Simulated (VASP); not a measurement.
# W16F (a cell with a defect) in VASP: further runs

The runs below take W16F (a cell with a defect) through single point, with LDA.

Program: VASP 6.6.1. These are calculated values, not measurements. Logs are shortened: lines on timing, memory, paths and dates and some standing lists are left out, and cuts for length are marked.

## Step 1: The cell of the first run

The cell holds a defect, 17 atoms: a = 6.320 Å, b = 6.320 Å, c = 6.320 Å, α = 90.00°, β = 90.00°, γ = 90.00°.

## Step 2: Single point, LDA

INCAR

```
SYSTEM = W16F
ALGO = Normal ; EDIFF = 1E-7
ENCUT = 520 ; ISIF = 2
ISMEAR = 0 ; LASPH = .TRUE.
LCHARG = .FALSE. ; LREAL = Auto
LWAVE = .FALSE. ; NBANDS = 130
NELM = 80 ; PREC = Accurate
SIGMA = 0.05
```

KPOINTS

```
k-points
0
G
  3 3 3
  0 0 0
```

POSCAR

```
W16F
1.0
    6.3200000000      0.0000000000      0.0000000000
    0.0000000000      6.3200000000      0.0000000000
    0.0000000000      0.0000000000      6.3200000000
W F
16 1
Direct
   -0.0333112342     -0.0178015823      0.0101210443
    0.5333256329     -0.0178231013      0.0101544304
    0.0003175633      0.4992318038      0.0014427215
    0.0000469937     -0.0019659810      0.5019879747
    0.2499742089      0.2523900316      0.2578291139
    0.4996303797      0.4992371835      0.0014419304
    0.4999012658     -0.0019664557      0.5019865506
    0.7499791139      0.2500637658      0.2520196203
   -0.0054335443      0.5041302215      0.4954082278
    0.2499770570      0.7465457278      0.2518710443
    0.2499761076      0.2842813291      0.7086863924
    0.5053811709      0.5041329114      0.4953996835
    0.7499939873      0.7430387658      0.2574837025
    0.7499661392      0.2527221519      0.7471835443
    0.2499721519      0.7420574367      0.7479264241
    0.7499806962      0.7472818038      0.7484712025
    0.2499973101      0.0917145570     -0.0459647152
```

Potentials or basis: VASP PAW LDA potentials, release 64 (W_sv, F).

Command:

```bash
$ cat potpaw_LDA.64/W_sv/POTCAR potpaw_LDA.64/F/POTCAR > POTCAR
$ mpirun -np 1 vasp_std > vasp.out
```

OUTCAR:

```text
SYSTEM = W16F
   EDIFF = 1E-7
   ENCUT = 520
   ISIF = 2
   ISMEAR = 0
   LASPH = .TRUE.
   LREAL = Auto
   NELM = 80
   PREC = Accurate

 ion  position               nearest neighbor table
   1  0.967  0.982  0.010-  17 1.95  13 2.57  16 2.61   8 2.66   2 2.74  14 2.75  10 2.79  15 2.87
                             5 2.93   3 3.06   4 3.12   4 3.22  11 3.24   3 3.28
   2  0.533  0.982  0.010-  17 1.95  13 2.57  16 2.61   8 2.66   1 2.74  14 2.75  10 2.79  15 2.87
                             5 2.93   6 3.06   7 3.12   7 3.22  11 3.24   6 3.28
   3  0.000  0.499  0.001-  15 2.72  10 2.73   8 2.74  13 2.74  14 2.74  16 2.74   5 2.75  11 2.79
                             1 3.06   9 3.12   6 3.16   6 3.16   9 3.20   1 3.28
   4  0.000  0.998  0.502-  16 2.73   5 2.73  11 2.73  13 2.74  14 2.74  10 2.74  15 2.74   8 2.74
                             1 3.12   9 3.12   7 3.16   7 3.16   9 3.20   1 3.22
   5  0.250  0.252  0.258-  17 2.17  12 2.72   9 2.72   7 2.73   4 2.73   3 2.75   6 2.75  11 2.86
                             1 2.93   2 2.93  10 3.12   8 3.16   8 3.16  10 3.20  11 3.48
   6  0.500  0.499  0.001-  15 2.72  10 2.73   8 2.74  13 2.74  14 2.74  16 2.74   5 2.75  11 2.79
                             2 3.06  12 3.12   3 3.16   3 3.16  12 3.20   2 3.28
   7  0.500  0.998  0.502-  16 2.73   5 2.73  11 2.73  13 2.74  14 2.74  10 2.74  15 2.74   8 2.74
                             2 3.12  12 3.12   4 3.16   4 3.16  12 3.20   2 3.22
   8  0.750  0.250  0.252-   2 2.66   1 2.66   9 2.71  12 2.71   3 2.74   6 2.74   4 2.74   7 2.74
                            13 3.12  14 3.13   5 3.16   5 3.16  14 3.19  13 3.20
   9  0.995  0.504  0.495-  11 2.52  13 2.63  16 2.70  10 2.71   8 2.71   5 2.72  15 2.72  14 2.73
                            12 3.09   4 3.12   3 3.12   3 3.20   4 3.20  12 3.23
  10  0.250  0.747  0.252-  12 2.71   9 2.71   6 2.73   3 2.73   7 2.74   4 2.74   1 2.79   2 2.79
                             5 3.12  15 3.14  13 3.16  13 3.16  15 3.19   5 3.20
  11  0.250  0.284  0.709-  17 1.97   9 2.52  12 2.52   7 2.73   4 2.73   6 2.79   3 2.79   5 2.86
                            15 2.90  14 3.18  14 3.18   1 3.24   2 3.24  15 3.44   5 3.48
  12  0.505  0.504  0.495-  11 2.52  13 2.63  16 2.70  10 2.71   8 2.71   5 2.72  15 2.72  14 2.73
                             9 3.09   7 3.12   6 3.12   6 3.20   7 3.20   9 3.23
  13  0.750  0.743  0.257-   2 2.57   1 2.57   9 2.63  12 2.63   4 2.74   7 2.74   3 2.74   6 2.74
                            16 3.10   8 3.12  10 3.16  10 3.16   8 3.20  16 3.22
  14  0.750  0.253  0.747-  12 2.73   9 2.73   7 2.74   4 2.74   6 2.74   3 2.74   2 2.75   1 2.75
                            16 3.13   8 3.13  11 3.18  11 3.18   8 3.19  16 3.19
  15  0.250  0.742  0.748-  17 2.57   6 2.72   3 2.72   9 2.72  12 2.72   4 2.74   7 2.74   1 2.87
                             2 2.87  11 2.90  10 3.14  16 3.16  16 3.16  10 3.19  11 3.44
  16  0.750  0.747  0.748-   2 2.61   1 2.61   9 2.70  12 2.70   4 2.73   7 2.73   3 2.74   6 2.74
                            13 3.10  14 3.13  15 3.16  15 3.16  14 3.19  13 3.22
  17  0.250  0.092  0.954-   1 1.95   2 1.95  11 1.97   5 2.17  15 2.57

  LATTYP: Found a simple cubic cell.
 ALAT       =     6.3200000000

  Lattice vectors:

 A1 = (   6.3200000000,   0.0000000000,   0.0000000000)
 A2 = (   0.0000000000,   6.3200000000,   0.0000000000)
 A3 = (   0.0000000000,   0.0000000000,   6.3200000000)

Analysis of symmetry for initial positions (statically):
=====================================================================
 Subroutine PRICEL returns:
 Original cell was already a primitive cell.

 Routine SETGRP: Setting up the symmetry group for a
 simple cubic supercell.

 Subroutine GETGRP returns: Found  1 space group operations
 (whereof  1 operations were pure point group operations)
 out of a pool of 48 trial point group operations.

The static configuration has the point symmetry C_1 .

Analysis of symmetry for dynamics (positions and initial velocities):
=====================================================================
 Subroutine PRICEL returns:
 Original cell was already a primitive cell.

 Routine SETGRP: Setting up the symmetry group for a
 simple cubic supercell.

 Subroutine GETGRP returns: Found  1 space group operations
 (whereof  1 operations were pure point group operations)
 out of a pool of 48 trial point group operations.

The dynamic configuration has the point symmetry C_1 .

 Subroutine INISYM returns: Found  1 space group operations
 (whereof  1 operations are pure point group operations),
 and found     1 'primitive' translations

----------------------------------------------------------------------------------------

                                     Primitive cell

  volume of cell :     252.4360

  direct lattice vectors                    reciprocal lattice vectors
     6.320000000  0.000000000  0.000000000     0.158227848  0.000000000  0.000000000
     0.000000000  6.320000000  0.000000000     0.000000000  0.158227848  0.000000000
     0.000000000  0.000000000  6.320000000     0.000000000  0.000000000  0.158227848

  length of vectors
     6.320000000  6.320000000  6.320000000     0.158227848  0.158227848  0.158227848

  position of ions in fractional coordinates (direct lattice)
     0.966688766  0.982198418  0.010121044
     0.533325633  0.982176899  0.010154430
     0.000317563  0.499231804  0.001442721
     0.000046994  0.998034019  0.501987975
     0.249974209  0.252390032  0.257829114
     0.499630380  0.499237183  0.001441930
[... 9 lines left out ...]
     0.749980696  0.747281804  0.748471202
     0.249997310  0.091714557  0.954035285

  ion indices of the primitive-cell ions
   primitive index   ion index
                 1           1
                 2           2
                 3           3
                 4           4
                 5           5
                 6           6
[... 9 lines left out ...]
                16          16
                17          17

----------------------------------------------------------------------------------------

 KPOINTS: k-points

Automatic generation of k-mesh.
 Grid dimensions read from file:
 generate k-points for:    3    3    3

 Generating k-lattice:

  Cartesian coordinates                     Fractional coordinates (reciprocal lattice)
     0.052742616  0.000000000  0.000000000     0.333333333  0.000000000  0.000000000
     0.000000000  0.052742616  0.000000000     0.000000000  0.333333333  0.000000000
     0.000000000  0.000000000  0.052742616     0.000000000  0.000000000  0.333333333

  Length of vectors
     0.052742616  0.052742616  0.052742616

  Shift w.r.t. Gamma in fractional coordinates (k-lattice)
     0.000000000  0.000000000  0.000000000

 Subroutine IBZKPT returns following result:
 ===========================================

 Found     14 irreducible k-points:

 Following reciprocal coordinates:
            Coordinates               Weight
  0.000000  0.000000  0.000000      1.000000
  0.333333  0.000000  0.000000      2.000000
  0.000000  0.333333  0.000000      2.000000
  0.000000  0.000000  0.333333      2.000000
  0.333333  0.333333  0.000000      2.000000
  0.000000  0.333333  0.333333      2.000000
  0.333333  0.000000  0.333333      2.000000
 -0.333333  0.333333  0.000000      2.000000
 -0.333333  0.000000  0.333333      2.000000
  0.000000 -0.333333  0.333333      2.000000
  0.333333  0.333333  0.333333      2.000000
 -0.333333  0.333333  0.333333      2.000000
 -0.333333 -0.333333  0.333333      2.000000
  0.333333 -0.333333  0.333333      2.000000
   k-points           NKPTS =     14   k-points in BZ     NKDIM =     14   number of bands    NBANDS=    130
   number of dos      NEDOS =    301   number of ions     NIONS =     17
   total plane-waves  NPLWV = 110592
   dimension x,y,z NGX =    48 NGY =   48 NGZ =   48
   dimension x,y,z NGXF=    96 NGYF=   96 NGZF=   96
   ions per type =              16   1
   NGX,Y,Z   is equivalent  to a cutoff of  12.63, 12.63, 12.63 a.u.
   NGXF,Y,Z  is equivalent  to a cutoff of  25.25, 25.25, 25.25 a.u.
 SYSTEM =  W16F
   PREC   = accura    normal or accurate (medium, high low for compatibility)
   ISTART =      0    job   : 0-new  1-cont  2-samecut
   ICHARG =      2    charge: 1-file 2-atom 10-const
   ISPIN  =      1    spin polarized calculation?
   LNONCOLLINEAR =      F non collinear calculations
   LSORBIT =      F    spin-orbit coupling
   LASPH  =      T    aspherical Exc in radial PAW
   ENCUT  =  520.0 eV  38.22 Ry    6.18 a.u.  11.75 11.75 11.75*2*pi/ulx,y,z
   NELM   =     80;   NELMIN=  2; NELMDL= -5     # of ELM steps
   EDIFF  = 0.1E-06   stopping-criterion for ELM
   LREAL  =      T    real-space projection
   EDIFFG = 0.1E-05   stopping-criterion for IOM
   NSW    =      0    number of steps for IOM
   IBRION =     -1    ionic relax: 0-MD 1-quasi-New 2-CG
   NFREE  =      0    steps in history (QN), initial steepest desc. (CG)
   ISIF   =      2    stress and relaxation
   ISYM   =      2    0-nonsym 1-usesym 2-fastsym
   POTIM  = 0.5000    time-step for ionic-motion
   TEBEG  =    0.0;   TEEND  =   0.0 temperature during run
   PSTRESS=    0.0 pullay stress
   NELECT =     231.0000    total number of electrons
   NUPDOWN=      -1.0000    fix difference up-down
   EMIN   =  10.00;   EMAX   =-10.00  energy-range for DOS
   EFERMI =   0.00;   METHOD = LEGACY
   ISMEAR =     0;   SIGMA  =   0.05  broadening in eV -4-tet -1-fermi 0-gaus
   EFERMI_NEDOS =   21; number of points for ismear=-14 and -15
   IALGO  =     38    algorithm
   IMIX   =      4    mixing-type and parameters
     AMIX     =   0.40;   BMIX     =  1.00
     AMIX_MAG =   1.60;   BMIX_MAG =  1.00
  volume/ion in A,a.u.               =      14.85       100.21
  Fermi-wavevector in a.u.,A,eV,Ry     =   1.589382  3.003497 34.370175  2.526137
  Thomas-Fermi vector in A             =   2.688240
   LORBIT       =      0    0 simple, 1 ext, 2 COOP (PROOUT), +10 PAW based schemes
   GGA     = CA    functional components
   LHFCALC =     F    Hartree Fock is set to
   AEXX    =    0.0000 exact exchange contribution
   IVDW    =     0    specifies the selected vdW correction
   LEPSILON=     F    determine dielectric tensor
   LRPA    =     F    only Hartree local field effects (RPA)
 non-spin polarized calculation
 Gauss-broadening in eV      SIGMA  =   0.05
  energy-cutoff  :      520.00
  volume of cell :      252.44
 maximum number of plane-waves:      6859
   NGX = 23   NGY = 23   NGZ = 23

 number of electron     230.9999998 magnetization

 Free energy of the ion-electron system (eV)
  ---------------------------------------------------
  ext. energy  EPLUGINS =         0.00000000
  ---------------------------------------------------
  free energy    TOTEN  =      -225.11039213 eV

  energy without entropy =     -225.09358917  energy(sigma->0) =     -225.10199065

 E-fermi :  11.7321     XC(G=0): -13.9698

 val. band max:       11.7276478293   @ k =   0.0000   0.3333   0.0000
 cond. band min:      11.7434184486   @ k =   0.3333   0.0000   0.0000
 fundamental gap:      0.0157706194
 Fermi energy:        11.7321027505

 k-point     1 :       0.0000    0.0000    0.0000
  band No.  band energies     occupation
      1     -62.1086      2.00000
      2     -62.0580      2.00000
      3     -62.0032      2.00000
      4     -61.9976      2.00000
      5     -61.8932      2.00000
      6     -61.8696      2.00000
[... 119 lines left out ...]
    126      13.3477      0.00000
    127      13.6132      0.00000

 k-point     2 :       0.3333    0.0000    0.0000
  band No.  band energies     occupation
      1     -62.1047      2.00000
      2     -62.0591      2.00000
      3     -62.0061      2.00000
      4     -61.9951      2.00000
      5     -61.8943      2.00000
      6     -61.8780      2.00000
[... 1679 lines left out ...]
    126      13.4722      0.00000
    127      13.6274      0.00000
 [bands above 127 left out]

------------------------ aborting loop because EDIFF is reached ----------------------------------------

  FORCE on cell =-STRESS in cart. coord.  units (eV):
  Direction    XX          YY          ZZ          XY          YZ          ZX
  --------------------------------------------------------------------------------------
  -------------------------------------------------------------------------------------
  Total       16.7354465     13.1678575      8.1608191      0.0009737     -5.3935440      0.0001551
  in kB      106.2176406     83.5746305     51.7956273      0.0061801    -34.2321028      0.0009846
  external PRESSURE =      80.5292995 kB  Pullay stress =       0.0000000 kB

 VOLUME and BASIS-vectors are now :
 -----------------------------------------------------------------------------
  energy-cutoff  :      520.00
  volume of cell :      252.44
      direct lattice vectors                 reciprocal lattice vectors
     6.320000000  0.000000000  0.000000000     0.158227848  0.000000000  0.000000000
     0.000000000  6.320000000  0.000000000     0.000000000  0.158227848  0.000000000
     0.000000000  0.000000000  6.320000000     0.000000000  0.000000000  0.158227848

 POSITION                                       TOTAL-FORCE (eV/Angst)
 -----------------------------------------------------------------------------------
      6.10947      6.20749      0.06396        -0.160683     -0.231452     -0.171171
      3.37062      6.20736      0.06418         0.154118     -0.228551     -0.173385
      0.00201      3.15515      0.00912        -0.008334      0.011590     -0.032541
      0.00030      6.30758      3.17256        -0.017153     -0.042594     -0.019752
      1.57984      1.59510      1.62948         0.000170      0.015370     -0.000722
      3.15766      3.15518      0.00911         0.008767      0.011573     -0.032342
[... 9 lines left out ...]
      4.73988      4.72282      4.73034        -0.000068     -0.060082     -0.073084
      1.57998      0.57964      6.02950         0.003848      0.922924      0.950914
 -----------------------------------------------------------------------------------
    total drift:                                0.000130      0.003737     -0.004340

  FREE ENERGIE OF THE ION-ELECTRON SYSTEM (eV)
  ---------------------------------------------------
  free  energy   TOTEN  =      -225.1103921272 eV

  energy  without entropy=     -225.0935891739  energy(sigma->0) =     -225.10199065
```

It took 8 min on 1 thread of AMD EPYC 9R45 (Zen 5), shared host; peak memory 0.42 GiB.

What came out:

```yaml
Free_energy: -225.1104 eV
Pressure: 8.1 GPa
Largest_force: 1.325 eV/Å
Band_gap_on_the_k_mesh: zero (an odd number of electrons rules out a gap without spin polarisation)
```

Forces in eV/Å, atoms in the order of the input:
```
W   -0.161 -0.231 -0.171
W    0.154 -0.229 -0.173
W   -0.008  0.012 -0.033
W   -0.017 -0.043 -0.020
W    0.000  0.015 -0.001
W    0.009  0.012 -0.032
W    0.018 -0.043 -0.019
W    0.000 -0.043 -0.021
W    0.013 -0.027 -0.045
W    0.000 -0.050 -0.057
W    0.000 -0.160 -0.215
W   -0.012 -0.027 -0.045
W   -0.001 -0.012 -0.015
W    0.001 -0.041 -0.011
W    0.000  0.003 -0.019
W    0.000 -0.060 -0.073
F    0.004  0.923  0.951
```

Caveat: spin-orbit coupling is left out, which moves the levels of the heavy elements.

[end of part 1 of 2]

The gap in the log of VASP goes by the Fermi energy; the results here count the filled bands.